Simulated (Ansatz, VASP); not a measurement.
## H in VASP and in Ansatz

Contents of POSCAR:

```
H
1.0
   10.0000000000      0.0000000000      0.0000000000
    0.0000000000     10.5000000000      0.0000000000
    0.0000000000      0.0000000000     11.0000000000
H
2
Direct
    0.0000000000      0.0000000000      0.0000000000
    0.0000000000      0.0000000000      0.0681818182
```

Contents of INCAR.step1:

```
PREC = Accurate
ENCUT = 400
EDIFF = 1E-5
ISMEAR = 0
SIGMA = 0.01
LREAL = False
LASPH = True
NELM = 120
ALGO = Normal
ISIF = 2
LWAVE = True
LCHARG = False
NBANDS = 8
GGA = PE
GGA_COMPAT = False
NELMDL = -8
```

INCAR.step2

```
PREC = Accurate
ENCUT = 400
EDIFF = 1E-6
ISMEAR = 0
SIGMA = 0.01
LREAL = False
LASPH = True
NELM = 120
ALGO = Normal
ISIF = 2
LWAVE = False
LCHARG = False
GGA = PE
LHFCALC = True
HFSCREEN = 0.2079
PRECFOCK = Normal
NBANDS = 8
ISTART = 1
GGA_COMPAT = False
```

The input KPOINTS:

```
regular mesh
0
Gamma
  1 1 1
```

Input for Ansatz:

```yaml
crystal:
  lattice:
    - [10.0, 0.0, 0.0]
    - [0.0, 10.5, 0.0]
    - [0.0, 0.0, 11.0]
  atoms:
    - { symbol: H, position: [0.0, 0.0, 0.0] }
    - { symbol: H, position: [0.0, 0.0, 0.0681818182] }
scf:
  occupations: { method: fixed }
output: {}
hamiltonian:
  xc: hse06
kpoints:
  mp_grid: { grid: [1, 1, 1] }
```

Alike in both runs: task single point; functional HSE06; k mesh 1 × 1 × 1; no spin polarisation.

|  | VASP | Ansatz |
| --- | --- | --- |
| version | VASP 6.6.1 | Ansatz 0.2.0 |
| potentials or method | VASP PAW PBE potentials, release 64 (H) | scalar-relativistic, plane waves, PAW |
| plane-wave cutoff (eV) | 400 | 420 |
| occupations | gaussian, width 0.01 eV | fixed |
| valence electrons in the cell | 2 | 2 |

|  | VASP | Ansatz | Ansatz less VASP |
| --- | --- | --- | --- |
| gap on the k mesh at the Fermi level (eV) | 11.29 | 11.39 | +0.099 |
